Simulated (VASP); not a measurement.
# CoO (I4/mmm) in VASP: further runs, part 2 of 2

VASP 6.6.1.

### Step 3. Electric field gradients, PBE, collinear spin, ferromagnetic start (zz strain of -3 %)

INCAR reads:

```
ALGO = Normal
EDIFF = 1E-8
ENCUT = 520
GGA = PE
ISIF = 2
ISMEAR = -1
ISPIN = 2
LASPH = T
LCHARG = F
LEFG = T
LMAXMIX = 4
LORBIT = 11
LREAL = F
LWAVE = F
MAGMOM = 2 0
NBANDS = 18
NELM = 150
PREC = Accurate
SIGMA = 0.05
```

KPOINTS reads:

```
k-points
0
Gamma
  16 16 16
```

POSCAR reads:

```
CoO
1.0
    0.0000000000      2.1315000000      2.0675550000
    2.1315000000      0.0000000000      2.0675550000
    2.1315000000      2.1315000000      0.0000000000
Co O
1 1
Direct
    0.0000000000      0.0000000000      0.0000000000
    0.5000000000      0.5000000000      0.5000000000
```

Potentials or basis: VASP PAW PBE potentials, release 64 (Co, O).

Started as:

```sh
$ cat potpaw_PBE.64/Co/POTCAR potpaw_PBE.64/O/POTCAR > POTCAR
$ mpirun -np 1 vasp_std > vasp.out
```

OUTCAR:

```text
EDIFF = 1E-8
   ENCUT = 520
   GGA = PE
   ISIF = 2
   ISMEAR = -1
   ISPIN = 2
   LASPH = T
   LORBIT = 11
   LREAL = F
   NELM = 150
   PREC = Accurate

 ion  position               nearest neighbor table
   1  0.000  0.000  0.000-   2 2.07   2 2.07   2 2.13   2 2.13   2 2.13   2 2.13
   2  0.500  0.500  0.500-   1 2.07   1 2.07   1 2.13   1 2.13   1 2.13   1 2.13

  LATTYP: Found a body centered tetragonal cell.
 ALAT       =     3.0143962082
 C/A-ratio  =     1.3717871555

  Lattice vectors:

 A1 = (   0.0000000000,  -2.1315000000,  -2.0675550000)
 A2 = (   0.0000000000,   2.1315000000,  -2.0675550000)
 A3 = (   2.1315000000,   0.0000000000,   2.0675550000)

Analysis of symmetry for initial positions (statically):
=====================================================================
 Subroutine PRICEL returns:
 Original cell was already a primitive cell.

 Routine SETGRP: Setting up the symmetry group for a
[... 1229 lines left out ...]
    total drift:                                0.000000     -0.000000     -0.000000

  FREE ENERGIE OF THE ION-ELECTRON SYSTEM (eV)
  ---------------------------------------------------
  free  energy   TOTEN  =       -13.0599556743 eV

  energy  without entropy=      -13.0252144884  energy(sigma->0) =      -13.04258508

 Electric field gradients (V/A^2)
---------------------------------------------------------------------
 ion       V_xx      V_yy      V_zz      V_xy      V_xz      V_yz
---------------------------------------------------------------------
   1      -9.447    -9.447    18.894     0.000     0.002     0.002
   2      -2.618    -2.618     5.236    -0.001    -0.002    -0.002
---------------------------------------------------------------------

 Electric field gradients after diagonalization (V/A^2)
 (convention: |V_zz| > |V_xx| > |V_yy|)
----------------------------------------------------------------------
 ion       V_xx      V_yy      V_zz     asymmetry (V_yy - V_xx)/ V_zz
----------------------------------------------------------------------
   1      -9.447    -9.447    18.894       0.000
   2      -2.619    -2.617     5.236       0.000
----------------------------------------------------------------------

           NMR quadrupolar parameters

 Cq : quadrupolar parameter    Cq=e*Q*V_zz/h
 eta: asymmetry parameters     (V_yy - V_xx)/ V_zz
 Q  : nuclear electric quadrupole moment in mb (millibarn)
----------------------------------------------------------------------
 ion       Cq(MHz)       eta       Q (mb)
----------------------------------------------------------------------
   1       0.046       0.000       1.000
   2       0.013       0.000       1.000
----------------------------------------------------------------------

 total charge

# of ion       s       p       d       tot
------------------------------------------
    1        0.302   0.375   7.173   7.850
    2        1.557   3.435   0.000   4.991
--------------------------------------------------
tot          1.859   3.810   7.173  12.842

 magnetization (x)

# of ion       s       p       d       tot
------------------------------------------
    1        0.021   0.018   2.438   2.478
    2        0.029   0.242   0.000   0.271
--------------------------------------------------
tot          0.050   0.260   2.438   2.749
```

OSZICAR:

```text
N       E                     dE             d eps       ncg     rms          rms(c)
DAV:   1     0.768164848717E+02    0.76816E+02   -0.65973E+03 26320   0.969E+02
DAV:   2    -0.106988778979E+02   -0.87515E+02   -0.75730E+02 26596   0.222E+02
[... 14 lines left out ...]
DAV:  17    -0.130599561098E+02   -0.39469E-06   -0.35004E-06 33300   0.317E-02    0.909E-03
DAV:  18    -0.130599558240E+02    0.28581E-06   -0.16184E-06 34680   0.205E-02    0.473E-03
DAV:  19    -0.130599557755E+02    0.48428E-07   -0.14229E-07 33688   0.527E-03    0.208E-03
DAV:  20    -0.130599557228E+02    0.52723E-07   -0.46520E-08 28610   0.382E-03    0.646E-04
DAV:  21    -0.130599556829E+02    0.39953E-07   -0.11826E-08 14972   0.165E-03    0.285E-04
DAV:  22    -0.130599556715E+02    0.11369E-07   -0.25310E-09 13974   0.462E-04    0.186E-04
DAV:  23    -0.130599556743E+02   -0.28076E-08   -0.40636E-10 13614   0.311E-04
   1 F= -.13059956E+02 E0= -.13042585E+02  d E =-.347412E-01  mag=     2.7960
```

Wall time 2.7 min (1 thread of Intel Xeon Platinum 8488C (Sapphire Rapids), shared host); peak memory 0.3 GiB.

What came out:

- Free energy: -13.0600 eV
- Pressure: 2.8 GPa
- Net moment: 2.80 μB per cell
- Site moments: Co +2.48; O +0.27 μB
- Valence electrons inside the program's atomic spheres: Co 7.85; O 4.99

Levels at points of the mesh, in eV from the Fermi level:
Spin up:
```
           k point  band 6  band 7  band 8  band 9  band 10  band 11  band 12  band 13
(0.00, 0.00, 0.00)   -3.22   -3.15   -3.15   -2.83     1.17    16.96    18.34    18.34
(0.50, 0.00, 0.00)   -2.24   -1.71    0.10    0.30     5.13     9.62    13.29    14.02
(0.50, 0.50, 0.00)   -2.80   -2.31   -2.06   -2.06     6.09    10.26    11.62    15.83
(0.50, 0.00, 0.50)   -2.89   -2.31   -2.03   -1.86     6.08     9.86    11.95    15.96
```
Spin down:
```tsv
k point	band 4	band 5	band 6	band 7	band 8	band 9
(0.00, 0.00, 0.00)	-2.69	-1.20	-1.20	-1.09	-0.07	0.07
(0.50, 0.00, 0.00)	-4.81	-0.19	-0.09	0.18	2.69	2.80
(0.50, 0.50, 0.00)	-4.08	-2.36	0.13	0.13	0.63	0.97
(0.50, 0.00, 0.50)	-3.86	-2.33	0.06	0.16	0.46	1.05
```

Electric field gradients, principal values (V/Å²):
```
atom   least  middle  greatest (by size)
1 Co  -9.447  -9.447              18.894
 2 O  -2.617  -2.619               5.236
```

Caveat: the cell differs from its parent crystal (zz strain of -3 %); without QUAD_EFG the Cq values of the log hold for a quadrupole moment of 1 mb, not for the nuclei; a cell with one magnetic atom can't hold antiferromagnetic order, which such compounds often take; semilocal functionals often make such compounds metallic where correlation or magnetic order opens a gap, which also shifts bond lengths.
